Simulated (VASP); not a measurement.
# K2S (Fm-3m) in VASP: a series of runs

The runs below take K2S through single point, with PBE0, HSE06, r2SCAN0.

Everything below comes from runs of VASP 6.6.1. Logs are shortened: lines on timing, memory, paths and dates and some standing lists are left out, and cuts for length are marked.

## (1) The cell of the first run

Symmetry: Fm-3m, No. 225, cubic system. The conventional cell has a = 7.405 Å, b = 7.405 Å, c = 7.405 Å, α = 90.00°, β = 90.00°, γ = 90.00°. K (site symmetry -43m) has 4 S at 3.21 Å and 6 K at 3.70 Å within 4.2 Å. S (site symmetry m-3m) has 8 K at 3.21 Å within 4.2 Å.

## (2) Single point, PBE0

File POSCAR:

```
K2S
1.0
    0.0000000000      3.7027051400      3.7027051400
    3.7027051400      0.0000000000      3.7027051400
    3.7027051400      3.7027051400      0.0000000000
K S
2 1
Direct
    0.7500000000      0.7500000000      0.7500000000
    0.2500000000      0.2500000000      0.2500000000
    0.0000000000      0.0000000000      0.0000000000
```

File INCAR.step1:

```
SYSTEM = K2S
PREC     = Accurate       ! precision mode
ENCUT    = 400            ! plane-wave cutoff, eV
EDIFF    = 1E-5           ! SCF threshold, eV
ISMEAR   = 0              ! smearing method
SIGMA    = 0.01           ! smearing width, eV
LREAL    = .False.        ! projectors in reciprocal space
LASPH    = .True.         ! aspherical terms in the spheres
NELM     = 120            ! most SCF steps
ALGO     = Normal         ! electronic algorithm
ISIF     = 2              ! what is computed and relaxed
LWAVE    = .True.         ! write WAVECAR
LCHARG   = .False.        ! write CHGCAR
NBANDS   = 19             ! bands
GGA      = PE             ! functional
GGA_COMPAT= .False.
```

File INCAR.step2:

```
SYSTEM = K2S
PREC     = Accurate       ! precision mode
ENCUT    = 400            ! plane-wave cutoff, eV
EDIFF    = 1E-6           ! SCF threshold, eV
ISMEAR   = 0              ! smearing method
SIGMA    = 0.01           ! smearing width, eV
LREAL    = .False.        ! projectors in reciprocal space
LASPH    = .True.         ! aspherical terms in the spheres
NELM     = 120            ! most SCF steps
ALGO     = Normal         ! electronic algorithm
ISIF     = 2              ! what is computed and relaxed
LWAVE    = .False.        ! write WAVECAR
LCHARG   = .False.        ! write CHGCAR
GGA      = PE             ! functional
LHFCALC  = .True.         ! exact exchange
AEXX     = 0.25           ! exact-exchange fraction
PRECFOCK = Normal       
NBANDS   = 19             ! bands
ISTART   = 1            
GGA_COMPAT= .False.
```

File KPOINTS:

```
regular mesh
0
Gamma
  4 4 4
  0 0 0
```

Potentials or basis: VASP PAW PBE potentials, release 64 (K_sv, S).

Started as:

```bash
> cat potpaw_PBE.64/K_sv/POTCAR potpaw_PBE.64/S/POTCAR > POTCAR
> cp INCAR.step1 INCAR
> mpirun -np 1 vasp_std > vasp.out
> cp INCAR.step2 INCAR
> mpirun -np 1 vasp_std > vasp.out
```

OUTCAR:

```text
SYSTEM = K2S
   PREC = Accurate
   ENCUT = 400
   EDIFF = 1E-6
   ISMEAR = 0
   LREAL = .False.
   LASPH = .True.
   NELM = 120
   ISIF = 2
   GGA = PE
   LHFCALC = .True.
   AEXX = 0.25
   PRECFOCK = Normal
   ISTART = 1

 ion  position               nearest neighbor table
   1  0.750  0.750  0.750-   3 3.21   3 3.21   3 3.21   3 3.21   2 3.70   2 3.70   2 3.70   2 3.70
                             2 3.70   2 3.70
   2  0.250  0.250  0.250-   3 3.21   3 3.21   3 3.21   3 3.21   1 3.70   1 3.70   1 3.70   1 3.70
                             1 3.70   1 3.70
   3  0.000  0.000  0.000-   1 3.21   2 3.21   1 3.21   1 3.21   1 3.21   2 3.21   2 3.21   2 3.21

  LATTYP: Found a face centered cubic cell.
 ALAT       =     7.4054102800

  Lattice vectors:

 A1 = (   0.0000000000,   3.7027051400,   3.7027051400)
 A2 = (   3.7027051400,   0.0000000000,   3.7027051400)
 A3 = (   3.7027051400,   3.7027051400,   0.0000000000)

Analysis of symmetry for initial positions (statically):
=====================================================================
 Subroutine PRICEL returns:
 Original cell was already a primitive cell.

 Routine SETGRP: Setting up the symmetry group for a
 face centered cubic supercell.

 Subroutine GETGRP returns: Found 48 space group operations
 (whereof 48 operations were pure point group operations)
 out of a pool of 48 trial point group operations.

The static configuration has the point symmetry O_h .

Analysis of symmetry for dynamics (positions and initial velocities):
=====================================================================
 Subroutine PRICEL returns:
 Original cell was already a primitive cell.

 Routine SETGRP: Setting up the symmetry group for a
 face centered cubic supercell.

 Subroutine GETGRP returns: Found 48 space group operations
 (whereof 48 operations were pure point group operations)
 out of a pool of 48 trial point group operations.

The dynamic configuration has the point symmetry O_h .

 Subroutine INISYM returns: Found 48 space group operations
 (whereof 48 operations are pure point group operations),
 and found     1 'primitive' translations

----------------------------------------------------------------------------------------

                                     Primitive cell

  volume of cell :     101.5284

  direct lattice vectors                    reciprocal lattice vectors
     0.000000000  3.702705140  3.702705140    -0.135036407  0.135036407  0.135036407
     3.702705140  0.000000000  3.702705140     0.135036407 -0.135036407  0.135036407
     3.702705140  3.702705140  0.000000000     0.135036407  0.135036407 -0.135036407

  length of vectors
     5.236415826  5.236415826  5.236415826     0.233889919  0.233889919  0.233889919

  position of ions in fractional coordinates (direct lattice)
     0.750000000  0.750000000  0.750000000
     0.250000000  0.250000000  0.250000000
     0.000000000  0.000000000  0.000000000

  ion indices of the primitive-cell ions
   primitive index   ion index
                 1           1
                 2           2
                 3           3

----------------------------------------------------------------------------------------

 KPOINTS: regular mesh

Automatic generation of k-mesh.
 Grid dimensions read from file:
 generate k-points for:    4    4    4

 Generating k-lattice:

  Cartesian coordinates                     Fractional coordinates (reciprocal lattice)
    -0.033759102  0.033759102  0.033759102     0.250000000  0.000000000  0.000000000
     0.033759102 -0.033759102  0.033759102     0.000000000  0.250000000  0.000000000
     0.033759102  0.033759102 -0.033759102     0.000000000  0.000000000  0.250000000

  Length of vectors
     0.058472480  0.058472480  0.058472480

  Shift w.r.t. Gamma in fractional coordinates (k-lattice)
     0.000000000  0.000000000  0.000000000

 Subroutine IBZKPT returns following result:
 ===========================================

 Found      8 irreducible k-points:

 Following reciprocal coordinates:
            Coordinates               Weight
  0.000000  0.000000  0.000000      1.000000
  0.250000  0.000000  0.000000      8.000000
  0.500000  0.000000  0.000000      4.000000
  0.250000  0.250000  0.000000      6.000000
  0.500000  0.250000  0.000000     24.000000
 -0.250000  0.250000  0.000000     12.000000
  0.500000  0.500000  0.000000      3.000000
 -0.250000  0.500000  0.250000      6.000000
   k-points           NKPTS =      8   k-points in BZ     NKDIM =     64   number of bands    NBANDS=     19
   number of dos      NEDOS =    301   number of ions     NIONS =      3
   total plane-waves  NPLWV =  46656
   dimension x,y,z NGX =    36 NGY =   36 NGZ =   36
   dimension x,y,z NGXF=    72 NGYF=   72 NGZF=   72
   ions per type =               2   1
   NGX,Y,Z   is equivalent  to a cutoff of  11.43, 11.43, 11.43 a.u.
   NGXF,Y,Z  is equivalent  to a cutoff of  22.86, 22.86, 22.86 a.u.
 SYSTEM =  K2S
   PREC   = accura    normal or accurate (medium, high low for compatibility)
   ISTART =      1    job   : 0-new  1-cont  2-samecut
   ICHARG =      0    charge: 1-file 2-atom 10-const
   ISPIN  =      1    spin polarized calculation?
   LNONCOLLINEAR =      F non collinear calculations
   LSORBIT =      F    spin-orbit coupling
   LASPH  =      T    aspherical Exc in radial PAW
   ENCUT  =  400.0 eV  29.40 Ry    5.42 a.u.   8.54  8.54  8.54*2*pi/ulx,y,z
   NELM   =    120;   NELMIN=  2; NELMDL=  0     # of ELM steps
   EDIFF  = 0.1E-05   stopping-criterion for ELM
   LREAL  =      F    real-space projection
   EDIFFG = 0.1E-04   stopping-criterion for IOM
   NSW    =      0    number of steps for IOM
   IBRION =     -1    ionic relax: 0-MD 1-quasi-New 2-CG
   NFREE  =      0    steps in history (QN), initial steepest desc. (CG)
   ISIF   =      2    stress and relaxation
   ISYM   =      3    0-nonsym 1-usesym 2-fastsym
   POTIM  = 0.5000    time-step for ionic-motion
   TEBEG  =    0.0;   TEEND  =   0.0 temperature during run
   PSTRESS=    0.0 pullay stress
   NELECT =      24.0000    total number of electrons
   NUPDOWN=      -1.0000    fix difference up-down
   EMIN   =  10.00;   EMAX   =-10.00  energy-range for DOS
   EFERMI =   0.00;   METHOD = LEGACY
   ISMEAR =     0;   SIGMA  =   0.01  broadening in eV -4-tet -1-fermi 0-gaus
   EFERMI_NEDOS =   21; number of points for ismear=-14 and -15
   IALGO  =     38    algorithm
   IMIX   =      1    mixing-type and parameters
     AMIX     =   0.40;   BMIX     =  1.00
     AMIX_MAG =   1.60;   BMIX_MAG =  1.00
  volume/ion in A,a.u.               =      33.84       228.38
  Fermi-wavevector in a.u.,A,eV,Ry     =   1.012238  1.912853 13.940889  1.024626
  Thomas-Fermi vector in A             =   2.145336
   LORBIT       =      0    0 simple, 1 ext, 2 COOP (PROOUT), +10 PAW based schemes
   GGA     = PE    functional components
   LHFCALC =     T    Hartree Fock is set to
   PRECFOCK=normal    Normal, Fast or Accurate (Low or Medium for compatibility)
   ENCUT4O =  -1.0   cutoff for four orbital integrals eV
   NKREDX  =     1    reduce k-point grid by
   NKREDY  =     1    reduce k-point grid by
   NKREDZ  =     1    reduce k-point grid by
   AEXX    =    0.2500 exact exchange contribution
   HFSCREEN=    0.0000 screening length (either q_TF or 0.3 A-1)
   HFSCREENC=   0.0000 screening length for correlation (either q_TF or 0.3 A-1)
   ENCUTFOCK=  -1.0 apply spherical cutoff to Coloumb kernel
   IVDW    =     0    specifies the selected vdW correction
   LEPSILON=     F    determine dielectric tensor
   LRPA    =     F    only Hartree local field effects (RPA)
 non-spin polarized calculation
 Gauss-broadening in eV      SIGMA  =   0.01
  energy-cutoff  :      400.00
  volume of cell :      101.53
 maximum number of plane-waves:      1859
 NGX is ok and might be reduce to    36
  NGX = 28; NGY = 28; NGZ = 28

 number of electron      23.9999996 magnetization

 Free energy of the ion-electron system (eV)
  ---------------------------------------------------
  ext. energy  EPLUGINS =         0.00000000
  ---------------------------------------------------
  free energy    TOTEN  =       -11.74196991 eV

  energy without entropy =      -11.74196991  energy(sigma->0) =      -11.74196991

 E-fermi :  -1.3707     XC(G=0):  -5.7758

 val. band max:       -1.4385580047   @ k =   0.5000   0.5000   0.0000
 cond. band min:       2.5823039063   @ k =   0.0000   0.0000   0.0000
 fundamental gap:      4.0208619110
 Fermi energy:        -1.3707266548

 k-point     1 :       0.0000    0.0000    0.0000
  band No.  band energies     occupation
      1     -33.0490      2.00000
      2     -32.9639      2.00000
      3     -15.2759      2.00000
      4     -15.2759      2.00000
      5     -15.2759      2.00000
      6     -15.0322      2.00000
[... 11 lines left out ...]
     18       8.0947      0.00000
     19       8.9182      0.00000

 k-point     2 :       0.2500    0.0000    0.0000
  band No.  band energies     occupation
      1     -33.0360      2.00000
      2     -32.9759      2.00000
      3     -15.2696      2.00000
      4     -15.2449      2.00000
      5     -15.2449      2.00000
      6     -15.1239      2.00000
[... 11 lines left out ...]
     18       8.3845      0.00000
     19       8.3845      0.00000

 k-point     3 :       0.5000    0.0000    0.0000
  band No.  band energies     occupation
      1     -33.0054      2.00000
      2     -33.0053      2.00000
      3     -15.2866      2.00000
      4     -15.1843      2.00000
      5     -15.1697      2.00000
      6     -15.1697      2.00000
[... 11 lines left out ...]
     18       8.3094      0.00000
     19       8.4951      0.00000

 k-point     4 :       0.2500    0.2500    0.0000
  band No.  band energies     occupation
      1     -33.0340      2.00000
      2     -32.9774      2.00000
      3     -15.3103      2.00000
      4     -15.3103      2.00000
      5     -15.2827      2.00000
      6     -15.1212      2.00000
[... 11 lines left out ...]
     18       8.0862      0.00000
     19       8.3574      0.00000

 k-point     5 :       0.5000    0.2500    0.0000
  band No.  band energies     occupation
      1     -33.0151      2.00000
      2     -32.9951      2.00000
      3     -15.4245      2.00000
      4     -15.3024      2.00000
      5     -15.2899      2.00000
      6     -15.0554      2.00000
[... 11 lines left out ...]
     18       7.9643      0.00000
     19       8.8257      0.00000

 k-point     6 :      -0.2500    0.2500    0.0000
  band No.  band energies     occupation
      1     -33.0195      2.00000
      2     -32.9912      2.00000
      3     -15.3876      2.00000
      4     -15.2470      2.00000
      5     -15.1895      2.00000
      6     -15.1575      2.00000
[... 11 lines left out ...]
     18       7.8685      0.00000
     19       8.7635      0.00000

 k-point     7 :       0.5000    0.5000    0.0000
  band No.  band energies     occupation
      1     -33.0190      2.00000
      2     -32.9907      2.00000
      3     -15.5088      2.00000
      4     -15.3439      2.00000
      5     -15.3439      2.00000
      6     -14.9934      2.00000
[... 11 lines left out ...]
     18       8.1836      0.00000
     19       8.4133      0.00000

 k-point     8 :      -0.2500    0.5000    0.2500
  band No.  band energies     occupation
      1     -33.0049      2.00000
      2     -33.0049      2.00000
      3     -15.4836      2.00000
      4     -15.3710      2.00000
      5     -15.1722      2.00000
      6     -15.1722      2.00000
[... 11 lines left out ...]
     18       7.9662      0.00000
     19       8.5046      0.00000

------------------------ aborting loop because EDIFF is reached ----------------------------------------

  FORCE on cell =-STRESS in cart. coord.  units (eV):
  Direction    XX          YY          ZZ          XY          YZ          ZX
  --------------------------------------------------------------------------------------
  -------------------------------------------------------------------------------------
  Total        0.0902320      0.0902320      0.0902320      0.0000000      0.0000000     -0.0000000
  in kB        1.4239136      1.4239136      1.4239136      0.0000000      0.0000000     -0.0000000
  external PRESSURE =       1.4239136 kB  Pullay stress =       0.0000000 kB

 VOLUME and BASIS-vectors are now :
 -----------------------------------------------------------------------------
  energy-cutoff  :      400.00
  volume of cell :      101.53
      direct lattice vectors                 reciprocal lattice vectors
     0.000000000  3.702705140  3.702705140    -0.135036407  0.135036407  0.135036407
     3.702705140  0.000000000  3.702705140     0.135036407 -0.135036407  0.135036407
     3.702705140  3.702705140  0.000000000     0.135036407  0.135036407 -0.135036407

 POSITION                                       TOTAL-FORCE (eV/Angst)
 -----------------------------------------------------------------------------------
      5.55406      5.55406      5.55406        -0.000000     -0.000000     -0.000000
      1.85135      1.85135      1.85135        -0.000000      0.000000      0.000000
      0.00000      0.00000      0.00000         0.000000     -0.000000     -0.000000
 -----------------------------------------------------------------------------------
    total drift:                               -0.000000     -0.000000     -0.000000

  FREE ENERGIE OF THE ION-ELECTRON SYSTEM (eV)
  ---------------------------------------------------
  free  energy   TOTEN  =       -11.7419699118 eV

  energy  without entropy=      -11.7419699118  energy(sigma->0) =      -11.74196991
```

Run time: 32 min. Hardware: 1 thread of Intel Xeon Platinum 8375C at 2.90GHz (Ice Lake), shared host; peak memory 0.22 GiB.

What came out:

```yaml
Free_energy: -11.7420 eV
Pressure: 0.1 GPa
Band_gap_on_the_k_mesh: 4.02 eV (least direct gap 4.20 eV)
```

Caveat: the PAW data sets were made with another functional, which shifts forces and pressure a little. A k mesh can miss the band edges.

[end of part 1 of 2]
